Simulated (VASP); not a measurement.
Write the native input for VASP 6.6.1 that does the following.

* Task: single point
* Functional: PBEsol
* Potentials or basis: VASP PAW PBE potentials, release 64 (Ir_sv_GW)
* Cutoff: 500 eV
* k mesh: 16 × 16 × 16, shifted
* Occupations: fermi-dirac, width 0.05 eV
* Spin: no spin polarisation
* Dipole correction: no
* Further INCAR settings: ALGO = Normal; EDIFF = 1e-06; NBANDS = 14; ISYM = 0

The structure of Ir lies in POSCAR:

```
Ir
1.0
    0.0000000000      1.9156000000      1.9156000000
    1.9156000000      0.0000000000      1.9156000000
    1.9156000000      1.9156000000      0.0000000000
Ir
1
Direct
    0.0000000000      0.0000000000      0.0000000000
```

One way to write it, as run:

INCAR

```
  PREC = Accurate
  ENCUT = 500
  EDIFF = 1E-6
  ISMEAR = -1
  SIGMA = 0.05
  LREAL = F
  LASPH = T
  NELM = 120
  ALGO = Normal
  ISIF = 2
  LWAVE = F
  LCHARG = T
  GGA = PS
  LELF = T
  LVHAR = T
  ISYM = 0
  NBANDS = 14
  GGA_COMPAT = F
```

KPOINTS

```
Automatic mesh
0
Gamma
  16 16 16
  0.5 0.5 0.5
```

Potentials or basis: VASP PAW PBE potentials, release 64 (Ir_sv_GW).

The run is started by

```bash
$ cat potpaw_PBE.64/Ir_sv_GW/POTCAR > POTCAR
$ mpirun -np 1 vasp_std > vasp.out
```

It gave:

The pressure is -3.5 GPa and the band gap on the k mesh is zero (an odd number of electrons rules out a gap without spin polarisation).

Caveat: the cell stands under tension; the PAW data sets were made with another functional, which shifts forces and pressure a little; spin-orbit coupling is left out, which moves the levels of the heavy elements.

It took 17 min on 1 thread of Intel(R) Xeon(R) Platinum 8375C CPU @ 2.90GHz (Ice Lake), with other jobs on the host, peak memory 1.6 GiB.
